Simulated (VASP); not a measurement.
AlRu: single point with PBE

Crystal: AlRu.

```
CELL_PARAMETERS angstrom
2.97374 0.00000 0.00000
0.00000 2.97374 0.00000
0.00000 0.00000 2.97374
ATOMIC_POSITIONS crystal
Al 0.00000 0.00000 0.00000
Ru 0.50000 0.50000 0.50000
```

This cell differs from its parent crystal: volume scaled by 0.97.

```
Program             : VASP 6.6.1
Task                : single point
Functional          : PBE
Potentials or basis : VASP PAW PBE potentials, release 64 (Al, Ru_pv)
Cutoff              : 520 eV
k mesh              : 14 × 14 × 14
Occupations         : gaussian, width 0.1 eV
Spin                : no spin polarisation
```

The pressure is 6.6 GPa.

Levels at points of the mesh, in eV from the Fermi level:
```tsv
k point	band 6	band 7	band 8	band 9	band 10	band 11	band 12	band 13
(0.00, 0.00, 0.00)	-3.66	0.19	0.19	0.19	6.17	6.17	6.17	11.09
(0.50, 0.00, 0.00)	-2.84	-1.64	-1.64	0.45	2.36	7.44	11.13	11.13
(0.50, 0.50, 0.00)	-1.38	-1.38	-1.20	-1.20	1.59	5.44	6.42	10.74
(0.50, 0.50, 0.50)	-4.73	1.68	1.68	2.69	4.18	4.18	4.18	8.71
```

It took 39 s on 1 thread of Intel Xeon 8259CL (shared host), peak memory 0.17 GiB.
